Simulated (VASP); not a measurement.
Wanted: the native input for a VASP 6.6.1 run.

| Quantity | Value |
| --- | --- |
| Task | single point |
| Functional | PBE |
| Potentials or basis | VASP PAW PBE potentials, release 64 (Fe) |
| Cutoff | 520 eV |
| k mesh | 9 × 9 × 13 |
| Occupations | fermi-dirac, width 0.1 eV |
| Spin | no spin polarisation |
| Dipole correction | no |
| Further INCAR settings | ALGO = Normal; EDIFF = 1e-06; NBANDS = 19 |

The structure of Fe lies in POSCAR:

```
Fe
1.0
    3.8588969482      0.0000000000      0.0000000000
   -1.9294484741      3.3419027877      0.0000000000
    0.0000000000      0.0000000000      2.4251153817
Fe
3
Direct
    1.0000000000      0.0000000000      0.0000000000
    0.3333333333      0.6666666667      0.5000000000
    0.6666666667      0.3333333333      0.5000000000
```

This isn't the form of Fe at room conditions, which is bcc.

One way to write it, as run:

INCAR

```
SYSTEM = Fe
ALGO = Normal ; EDIFF = 1E-6
ENCUT = 520 ; GGA = PE
ISIF = 2 ; ISMEAR = -1
LASPH = .TRUE. ; LCHARG = .FALSE.
LREAL = .FALSE. ; LWAVE = .FALSE.
NBANDS = 19 ; NELM = 100
PREC = Accurate ; SIGMA = 0.1
```

KPOINTS

```
k-points
0
G
  9 9 13
  0 0 0
```

Potentials or basis: VASP PAW PBE potentials, release 64 (Fe).

Launch:

```sh
$ cat potpaw_PBE.64/Fe/POTCAR > POTCAR
$ mpirun -np 1 vasp_std > vasp.out
```

Results of the run:

```yaml
Pressure: -0.5 GPa
Band_gap_on_the_k_mesh: zero (bands 12 and 13 overlap by 1.40 eV)
```

Caveat: the run has no spin polarisation, though such a crystal can be magnetic.

It took 27 s on 1 thread of Intel(R) Xeon(R) 6975P-C (Granite Rapids), on a shared host, peak memory 0.16 GiB.
